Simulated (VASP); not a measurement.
Set up this calculation in VASP 6.6.1, as the native input.

| Item | Value |
| --- | --- |
| Task | single point |
| Functional | PBEsol |
| Potentials or basis | VASP PAW PBE potentials, release 64 (Sn_d, Se) |
| Cutoff | 520 eV |
| k mesh | 6 × 6 × 4 |
| Occupations | gaussian, width 0.05 eV |
| Spin | no spin polarisation |
| Dipole correction | no |
| Further INCAR settings | ALGO = Normal; EDIFF = 1e-06; NBANDS = 20 |

The structure of SnSe2 lies in POSCAR:

```
SnSe2
1.0
    3.8109987816      0.0000000000      0.0000000000
   -1.9054993908      3.3004217586      0.0000000000
    0.0000000000      0.0000000000      6.1370000000
Sn Se
1 2
Direct
    0.0000000000      0.0000000000      0.0000000000
    0.4211335507      0.7309408867      0.2988838195
    0.6666666667      0.3333333333      0.7500000000
```

This cell differs from its parent crystal: atom 2 (Se) moved by (+0.300, +0.300) A along [1 1 0] and z.

These files were run (other wordings do the same):

INCAR

```
ALGO = Normal ; EDIFF = 1E-6
ENCUT = 520 ; GGA = PS
ISIF = 2 ; ISMEAR = 0
LASPH = T ; LCHARG = T
LELF = T ; LREAL = F
LVHAR = T ; LWAVE = F
NBANDS = 20 ; NELM = 100
PREC = Accurate ; SIGMA = 0.05
```

KPOINTS

```
k-points
0
Gamma
  6 6 4
```

Potentials or basis: VASP PAW PBE potentials, release 64 (Sn_d, Se).

Command:

```console
$ cat potpaw_PBE.64/Sn_d/POTCAR potpaw_PBE.64/Se/POTCAR > POTCAR
$ mpirun -np 1 vasp_std > vasp.out
```

It gave:

* Pressure: -1.1 GPa
* Largest force: 1.482 eV/Å
* Band gap on the k mesh: zero (band 13 reaches 4.66 eV, above the bottom of band 14 at 4.27 eV)

Caveat: the cell differs from its parent crystal (atom 2 (Se) moved by (+0.300, +0.300) A along [1 1 0] and z); the PAW data sets were made with another functional, which shifts forces and pressure a little; spin-orbit coupling is left out, which moves the levels of the heavy elements.

It took 110 s on 1 thread of Intel(R) Xeon(R) Platinum 8259CL CPU @ 2.50GHz (Skylake/Cascade Lake), with other jobs on the host, peak memory 0.26 GiB.
